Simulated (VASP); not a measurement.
Here is a VASP 6.6.1 calculation.

Contents of POSCAR:

```
C
1.0
    0.0000000000      1.7833700000      1.7833700000
    1.7833700000      0.0000000000      1.7833700000
    1.7833700000      1.7833700000      0.0000000000
C
2
Direct
    0.7500000000      0.7500000000      0.7500000000
    0.5000000000      0.5000000000      0.5000000000
```

Contents of INCAR.step1:

```
SYSTEM = C
PREC = Accurate ; ENCUT = 910
ISMEAR = -1 ; SIGMA = 0.05
LREAL = .FALSE. ; LASPH = .TRUE.
NELM = 120 ; NBANDS = 11
GGA = PE ; ALGO = Normal
EDIFF = 1E-5 ; LWAVE = .TRUE.
LCHARG = .FALSE. ; GGA_COMPAT = .FALSE.
```

INCAR.step2

```
SYSTEM = C
PREC = Accurate ; ENCUT = 910
EDIFF = 1E-6 ; ISMEAR = -1
SIGMA = 0.05 ; LREAL = .FALSE.
LASPH = .TRUE. ; NELM = 120
ALGO = Normal ; ISIF = 2
LWAVE = .FALSE. ; LCHARG = .FALSE.
METAGGA = R2SCAN ; LMIXTAU = .TRUE.
NBANDS = 11 ; ISTART = 1
GGA_COMPAT = .FALSE.
```

The input KPOINTS:

```
regular mesh
0
G
  7 7 7
  0 0 0
```

Potentials or basis: VASP PAW PBE potentials, release 64 (C_h).

The run is started by

```bash
$ cat potpaw_PBE.64/C_h/POTCAR > POTCAR
$ cp INCAR.step1 INCAR
$ mpirun -np 1 vasp_std > vasp.out
$ cp INCAR.step2 INCAR
$ mpirun -np 1 vasp_std > vasp.out
```

Question: Predict the band gap on the k mesh.

Answer: 4.50 eV, indirect (least direct gap 5.88 eV).

Question: Estimate the pressure.

Answer: -3.2 GPa.

Caveat: the k points lie up to 0.44 Å⁻¹ apart; the cutoff is under 1.25 times the usual one of these potentials, so pressure, stress and relaxed cells hold a basis-set (Pulay) error; the PAW data sets were made with another functional, which shifts forces and pressure a little. r2SCAN opens gaps a little over a GGA but as a rule still falls short of measured ones.
